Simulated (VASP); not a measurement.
La2O3:

```
CELL_PARAMETERS angstrom
6.26678 0.00000 0.00000
-3.13339 5.42719 0.00000
0.00000 0.00000 3.29977
ATOMIC_POSITIONS crystal
La 0.33333 0.66667 0.50000
La 0.66667 0.33333 0.50000
O 0.49199 0.49199 0.00000
O 0.00000 0.50801 0.00000
O 0.50801 0.00000 0.00000
```

* Program: VASP 6.6.1
* Task: relaxation of cell and atoms
* Functional: PBEsol
* Dispersion: D3(BJ)
* Potentials or basis: VASP PAW PBE potentials, release 64 (La, O)
* Cutoff: 600 eV
* k mesh: 3 × 3 × 6
* Occupations: gaussian, width 0.01 eV
* Spin: no spin polarisation

At the start: pressure -2.8 GPa; volume 22.45 Å³/atom.

**Question.** How do energy, volume and symmetry change on relaxing?

**Answer.** Over 13 steps the energy falls by 7.9 meV/atom and the volume is 21.93 Å³/atom (-2.3 %); space group P6/mmm (No. 191, to 0.05 Å).

The path:
```
step  energy change (eV)  largest force (eV/Å)  pressure (GPa)  volume (Å³)
   1              0.0000                0.0615           -2.80       112.23
   2              0.0232                0.0299            4.33       105.95
   3             -0.0357                0.0481            0.09       109.44
   4             -0.0357                0.0478            0.15       109.39
   5             -0.0364                0.0469            0.03       109.60
   6             -0.0365                0.0462           -0.03       109.72
   7             -0.0369                0.0434           -0.03       109.73
   8             -0.0379                0.0322           -0.08       109.78
   9             -0.0391                0.0168           -0.19       109.86
  10             -0.0377                0.0206           -0.45       110.02
  11             -0.0392                0.0085           -0.24       109.89
  12             -0.0395                0.0054           -0.15       109.81
  13             -0.0397                0.0011            0.05       109.63
```

Final structure:
```xyz
5
Lattice="6.2466 0.0000 0.0000 -3.1233 5.4097 0.0000 0.0000 0.0000 3.2443" Properties=species:S:1:pos:R:3 pbc="T T T"
La    0.0000    3.6065    1.6222
La    3.1233    1.8032    1.6222
O     1.5612    2.7041    0.0000
O     4.6845    2.7056    0.0000
O     3.1242    0.0000    0.0000
```

Caveat: the PAW data sets were made with another functional, which shifts forces and pressure a little.
